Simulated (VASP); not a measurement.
# PbS (Galena): single point with PBEsol

PbS (Galena):

```xyz
2
Lattice="0.0000 2.9513 2.9513 2.9513 0.0000 2.9513 2.9513 2.9513 0.0000" Properties=species:S:1:pos:R:3 pbc="T T T"
Pb    0.0000    0.0000    0.0000
S     2.9513    2.9513    2.9513
```

```
Program                : VASP 6.6.1
Task                   : single point
Functional             : PBEsol
Potentials or basis    : VASP PAW PBE potentials, release 64 (Pb_d, S)
Cutoff                 : 520 eV
k mesh                 : 8 × 8 × 8
Occupations            : fermi-dirac, width 0.05 eV
Spin                   : no spin polarisation
Dipole correction      : no
Further INCAR settings : ALGO = Normal; EDIFF = 1e-06; NBANDS = 17
```

```
Pressure               : -0.1 GPa
Band gap on the k mesh : 0.20 eV, direct
```

Levels at points of the mesh, in eV from the valence-band top:
```tsv
k point	band 7	band 8	band 9	band 10	band 11	band 12	band 13	band 14
(0.00, 0.00, 0.00)	-6.05	-2.26	-2.26	-2.26	5.19	5.19	5.19	6.59
(0.50, 0.00, 0.00)	-9.00	-1.85	-1.85	0.00	0.20	1.85	1.85	8.49
(0.50, 0.50, 0.00)	-7.28	-5.40	-3.58	-3.58	3.64	5.56	5.68	5.68
```

Run time: 31 s on 1 thread of Intel Xeon 6975P-C (shared host), peak memory 0.18 GiB.

Caveat: the PAW data sets were made with another functional, which shifts forces and pressure a little; spin-orbit coupling is left out, which moves the levels of the heavy elements. A k mesh can miss the band edges.
